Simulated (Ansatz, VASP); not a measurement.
One calculation of HfB2, two programs

The input INCAR:

```
PREC = Accurate
ENCUT = 500
EDIFF = 1E-6
ISMEAR = -4
SIGMA = 0.1
LREAL = F
LASPH = T
NELM = 120
ALGO = Normal
ISIF = 2
LWAVE = F
LCHARG = F
GGA = PE
NBANDS = 15
GGA_COMPAT = F
```

File KPOINTS:

```
Automatic mesh
0
Gamma
  3 3 2
```

Contents of POSCAR:

```
HfB2
1.0
    3.1326790839      0.0000000000      0.0000000000
   -1.5663395419      2.7129796685      0.0000000000
    0.0000000000      0.0000000000      3.4792139900
Hf B
1 2
Direct
    0.0000000000      0.0000000000      0.0000000000
    0.3333333333      0.6666666667      0.5000000000
    0.6666666667      0.3333333333      0.5000000000
```

Input for Ansatz:

```yaml
crystal:
  lattice:
    - [3.1326790839, 0.0, 0.0]
    - [-1.5663395419, 2.7129796685, 0.0]
    - [0.0, 0.0, 3.47921399]
  atoms:
    - { symbol: Hf, position: [0.0, 0.0, 0.0] }
    - { symbol: B, position: [0.3333333333, 0.6666666667, 0.5] }
    - { symbol: B, position: [0.6666666667, 0.3333333333, 0.5] }
basis:
  ecutwfc: 420
kpoints:
  mp_grid: { grid: [3, 3, 2] }
hamiltonian:
  xc: pbe
scf:
  occupations: { method: tetrahedron_uncorrected }
output:
  forces: true
  stress: true
  eigenvalues: true
```

Alike in both runs: task single point; functional PBE; k mesh 3 × 3 × 2; no spin polarisation.

|  | VASP | Ansatz |
| --- | --- | --- |
| version | VASP 6.6.1 | Ansatz 0.2.0 |
| potentials or method | VASP PAW PBE potentials, release 64 (Hf_pv, B), cutoff 500 eV | scalar-relativistic, plane waves, PAW |
| occupations | tetrahedron | tetrahedron-uncorrected |
| valence electrons in the cell | 16 | 32 |

|  | VASP | Ansatz | Ansatz less VASP |
| --- | --- | --- | --- |
| gap on the k mesh at the Fermi level (eV) | none | none | - |
| pressure (GPa) | 1.5 | 1.9 | +0.39 |
| traceless stress, the component that is largest in VASP (GPa) | -4.77 | -4.84 | -0.074 |

A gap of «none» marks a metal or a gap that the smearing closes. VASP's potentials hold 16 valence electrons a cell and Ansatz's 32, so a difference there can come from the potentials and not from the codes. Ansatz's warnings: band table not solved further.

The k mesh is coarse, so the values compare programs but aren't converged. Neither program's run includes spin-orbit coupling.
